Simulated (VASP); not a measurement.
Set up this calculation in VASP 6.6.1, as the native input.

| Property | Result |
| --- | --- |
| Task | single point |
| Functional | PBEsol |
| Potentials or basis | VASP PAW PBE potentials, release 64 (Li_sv) |
| Cutoff | 750 eV |
| k mesh | 16 × 16 × 16 |
| Occupations | fermi-dirac, width 0.08 eV |
| Spin | no spin polarisation |
| Dipole correction | no |
| Further INCAR settings | ALGO = Normal; EDIFF = 1e-06; NBANDS = 8 |

The structure of Li lies in POSCAR:

```
Li
1.0
   -1.5089276265      1.5089276265      1.5089276265
    1.5089276265     -1.5089276265      1.5089276265
    1.5089276265      1.5089276265     -1.5089276265
Li
1
Direct
    0.0000000000      0.0000000000      0.0000000000
```

The input as run:

INCAR

```
SYSTEM = Li
ALGO = Normal
EDIFF = 1E-6
ENCUT = 750
GGA = PS
GGA_COMPAT = .FALSE.
ISIF = 2
ISMEAR = -1
LASPH = .TRUE.
LCHARG = .TRUE.
LELF = .TRUE.
LREAL = .FALSE.
LVHAR = .TRUE.
LWAVE = .FALSE.
NBANDS = 8
NELM = 120
PREC = Accurate
SIGMA = 0.08
```

KPOINTS

```
k-points
0
G
  16 16 16
  0 0 0
```

Potentials or basis: VASP PAW PBE potentials, release 64 (Li_sv).

Run with:

```bash
$ cat potpaw_PBE.64/Li_sv/POTCAR > POTCAR
$ mpirun -np 1 vasp_std > vasp.out
```

Results of the run:

| Item | Value |
| --- | --- |
| Pressure | 9.9 GPa |
| Band gap on the k mesh | zero (an odd number of electrons rules out a gap without spin polarisation) |

Caveat: the cell stands under pressure; the PAW data sets were made with another functional, which shifts forces and pressure a little.

It took 8.1 s on 1 thread of Intel(R) Xeon(R) Platinum 8259CL CPU @ 2.50GHz (Skylake/Cascade Lake) (shared host), peak memory 0.14 GiB.
